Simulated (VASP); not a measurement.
A run of VASP 6.6.1:

INCAR

```
SYSTEM = NaHF2
PREC     = Accurate       ! precision mode
ENCUT    = 520            ! plane-wave cutoff, eV
EDIFF    = 1E-8           ! SCF threshold, eV
ISMEAR   = -1             ! smearing method
SIGMA    = 0.02           ! smearing width, eV
LREAL    = .False.        ! projectors in reciprocal space
LASPH    = .True.         ! aspherical terms in the spheres
NELM     = 100            ! most SCF steps
ALGO     = Normal         ! electronic algorithm
ISIF     = 2              ! what is computed and relaxed
LWAVE    = .False.        ! write WAVECAR
LCHARG   = .False.        ! write CHGCAR
LEFG     = .True.       
NBANDS   = 19             ! bands
```

Contents of KPOINTS:

```
regular mesh
0
Gamma
  10 10 10
  0 0 0
```

The input POSCAR:

```
NaHF2
1.0
    1.7284452171      0.9979183114      4.6388706988
   -1.7284452171      0.9979183114      4.6388706988
    0.0000000000     -1.9958366228      4.6388706988
Na H F
1 1 2
Direct
    0.0000000000      0.0000000000      0.0000000000
    0.5000000000      0.5000000000      0.5000000000
    0.4100000000      0.4100000000      0.4100000000
    0.5900000000      0.5900000000      0.5900000000
```

Potentials or basis: VASP PAW LDA potentials, release 64 (Na_pv, H, F).

Launch:

```console
$ cat potpaw_LDA.64/Na_pv/POTCAR potpaw_LDA.64/H/POTCAR potpaw_LDA.64/F/POTCAR > POTCAR
$ mpirun -np 1 vasp_std > vasp.out
```

Hardware: 1 thread of Intel Xeon 8259CL, with other jobs on the host.

Problem. Estimate the wall time of this run.

Solution. Wall time 5.3 min on 1 thread of Intel Xeon 8259CL (shared host), peak memory 0.25 GiB. Counts: scf iterations 15, k points 116.
